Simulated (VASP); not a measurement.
Crystal: GaN.

```xyz
4
Lattice="3.1889 0.0000 0.0000 -1.5945 2.7617 0.0000 0.0000 0.0000 5.1924" Properties=species:S:1:pos:R:3 pbc="T T T"
Ga    1.5945    0.9206    2.5914
Ga    0.0000    1.8411    5.1876
N     1.5945    0.9206    4.5481
N     0.0000    1.8411    1.9519
```

- Program: VASP 6.6.1
- Task: relaxation of cell and atoms
- Functional: PBE
- Potentials or basis: VASP PAW PBE potentials, release 64 (Ga_d, N)
- Cutoff: 600 eV
- k mesh: 9 × 9 × 6
- Occupations: gaussian, width 0.02 eV
- Spin: no spin polarisation

At the start: pressure 5.1 GPa; volume 11.43 Å³/atom.

**Question.** Where does the relaxation end?

**Answer.** Over 3 steps the energy falls by 5.0 meV/atom and the volume is 11.76 Å³/atom (+2.8 %); space group P6_3mc (No. 186, to 0.1 Å) before and after.

Step by step:
| step | energy change (eV) | largest force (eV/Å) | pressure (GPa) | volume (Å³) |
| --- | --- | --- | --- | --- |
| 1 | 0.0000 | 0.0057 | 5.06 | 45.73 |
| 2 | -0.0060 | 0.0043 | -3.85 | 48.16 |
| 3 | -0.0199 | 0.0002 | -0.01 | 47.03 |

Final structure:
```cif
data_structure
_symmetry_space_group_name_H-M 'P 1'
_symmetry_Int_Tables_number 1
_cell_length_a 3.2186
_cell_length_b 3.2186
_cell_length_c 5.2420
_cell_angle_alpha 90.000
_cell_angle_beta 90.000
_cell_angle_gamma 120.000
_cell_volume 47.03
loop_
_atom_site_label
_atom_site_type_symbol
_atom_site_fract_x
_atom_site_fract_y
_atom_site_fract_z
_atom_site_occupancy
Ga1 Ga 0.66667 0.33333 0.49911 1
Ga2 Ga 0.33333 0.66667 0.99911 1
N1 N 0.66667 0.33333 0.87589 1
N2 N 0.33333 0.66667 0.37589 1
```
